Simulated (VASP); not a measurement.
Write the native input for VASP 6.6.1 that does the following.

```
Task                   : single point
Functional             : r2SCAN
Dispersion             : rVV10
Potentials or basis    : VASP PAW PBE potentials, release 64 (Pt)
Cutoff                 : 550 eV
k mesh                 : 18 × 18 × 18
Occupations            : gaussian, width 0.1 eV
Spin                   : no spin polarisation
Dipole correction      : no
Further INCAR settings : ALGO = Normal; EDIFF = 1e-06; NBANDS = 11
```

Pt:

```
Pt
1.0
     0.00000    1.96239    1.96239
     1.96239    0.00000    1.96239
     1.96239    1.96239    0.00000
Pt
1
Direct
  0.00000 0.00000 0.00000
```

These files were run (other wordings do the same):

POSCAR

```
Pt
1.0
    0.0000000000      1.9623920602      1.9623920602
    1.9623920602      0.0000000000      1.9623920602
    1.9623920602      1.9623920602      0.0000000000
Pt
1
Direct
    0.0000000000      0.0000000000      0.0000000000
```

INCAR.step1

```
ALGO = Normal ; EDIFF = 1E-5
ENCUT = 550 ; GGA = PE
GGA_COMPAT = F ; ISMEAR = 0
LASPH = T ; LCHARG = F
LREAL = F ; LWAVE = T
NBANDS = 11 ; NELM = 120
PREC = Accurate ; SIGMA = 0.1
```

INCAR.step2

```
ALGO = Normal ; BPARAM = 11.95
CPARAM = 0.0093 ; EDIFF = 1E-6
ENCUT = 550 ; GGA_COMPAT = F
ISIF = 2 ; ISMEAR = 0
ISTART = 1 ; IVDW_NL = 2
LASPH = T ; LCHARG = F
LMIXTAU = T ; LREAL = F
LUSE_VDW = T ; LWAVE = F
METAGGA = R2SCAN ; NBANDS = 11
NELM = 120 ; PREC = Accurate
SIGMA = 0.1
```

KPOINTS

```
k-points
0
Gamma
  18 18 18
```

Potentials or basis: VASP PAW PBE potentials, release 64 (Pt).

The run is started by

```bash
$ cat potpaw_PBE.64/Pt/POTCAR > POTCAR
$ cp INCAR.step1 INCAR
$ mpirun -np 1 vasp_std > vasp.out
$ cp INCAR.step2 INCAR
$ mpirun -np 1 vasp_std > vasp.out
```

Results of the run:

- Pressure: 2.1 GPa
- Band gap on the k mesh: zero (bands 5 and 6 overlap by 2.37 eV)

Caveat: the PAW data sets were made with another functional, which shifts forces and pressure a little; spin-orbit coupling is left out, which moves the levels of the heavy elements.

Run time: 99 s on 1 thread of Intel(R) Xeon(R) Platinum 8259CL CPU @ 2.50GHz (Skylake/Cascade Lake) (shared host), peak memory 0.24 GiB.
